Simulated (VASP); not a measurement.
SnSe:

```
CELL_PARAMETERS angstrom
0.00000 2.98980 2.98980
2.98980 0.00000 2.98980
2.98980 2.98980 0.00000
ATOMIC_POSITIONS crystal
Sn 0.00000 0.00000 0.00000
Se 0.50000 0.50000 0.50000
```

Base run:

* Program: VASP 6.6.1
* Functional: RPBE
* Dispersion: D4
* Potentials or basis: VASP PAW PBE potentials, release 64 (Sn_d, Se)
* Cutoff: 520 eV
* k mesh: 8 × 8 × 8
* Occupations: fermi-dirac, width 0.05 eV
* Spin: no spin polarisation

Its results: band gap on the k mesh 0.63 eV, direct; pressure -0.9 GPa.

Task: The run is repeated on the same cell with these changes: functional from RPBE to r2SCAN. What comes out?

Result: Band gap on the k mesh 0.55 eV, direct; pressure 0.2 GPa.

Caveats: the PAW data sets were made with another functional, which shifts forces and pressure a little; spin-orbit coupling is left out, which moves the levels of the heavy elements.

A k mesh can miss the band edges.
